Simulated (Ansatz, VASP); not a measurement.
# FeNi3 in VASP and in Ansatz

```
Fe Ni
1.0
    -1.76698    1.76698    3.53959
     1.76698   -1.76698    3.53959
     1.76698    1.76698   -3.53959
Fe Ni
1 3
Direct
  0.00000 0.00000 0.00000
  0.50000 0.50000 0.00000
  0.75000 0.25000 0.50000
  0.25000 0.75000 0.50000
```

Alike in both runs: task single point; functional PBEsol; k mesh 16 × 16 × 16; occupations gaussian, width 0.1 eV; no spin polarisation.

|  | VASP | Ansatz |
| --- | --- | --- |
| version | VASP 6.6.1 | Ansatz 0.2.0 |
| potentials or method | VASP PAW PBE potentials, release 64 (Fe, Ni), cutoff 520 eV | scalar-relativistic, plane waves, PAW |
| valence electrons in the cell | 38 | 70 |

Ansatz gave:

- gap on the k mesh at the Fermi level (eV): none
- pressure (GPa): -16.8
- traceless stress, the component that is largest in VASP (GPa): -0.06

**Question.** Estimate VASP's values.

**Answer.** gap on the k mesh at the Fermi level (eV): none; pressure (GPa): -16.6; traceless stress, the component that is largest in VASP (GPa): -0.06.

VASP's potentials were made for PBE, not for PBEsol. A gap of «none» marks a metal or a gap that the smearing closes. VASP's potentials hold 38 valence electrons a cell and Ansatz's 70, so a difference there can come from the potentials and not from the codes.
